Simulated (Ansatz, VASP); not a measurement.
Pb in VASP and in Ansatz

```
Pb
1.0
     0.00000    2.31995    2.31995
     2.31995    0.00000    2.31995
     2.31995    2.31995    0.00000
Pb
1
Direct
  0.00000 0.00000 0.00000
```

Change from the starting cell: volume scaled by 0.78, crystal datasets.

Alike in both runs: task single point; functional PBE; k mesh 14 × 14 × 14; occupations fermi-dirac, width 0.05 eV; no spin polarisation.

|  | VASP | Ansatz |
| --- | --- | --- |
| version | VASP 6.6.1 | Ansatz 0.2.0 |
| potentials or method | VASP PAW PBE potentials, release 64 (Pb_d), cutoff 500 eV | all-electron PAW with datasets made for the crystal, scalar-relativistic |

Ansatz gave:

| Item | Value |
| --- | --- |
| pressure (GPa) | 18.1 |

Estimate VASP's values.

pressure (GPa): 18.0.

Ansatz ran all-electron here, and VASP with PAW potentials.

Spin-orbit coupling is off throughout.
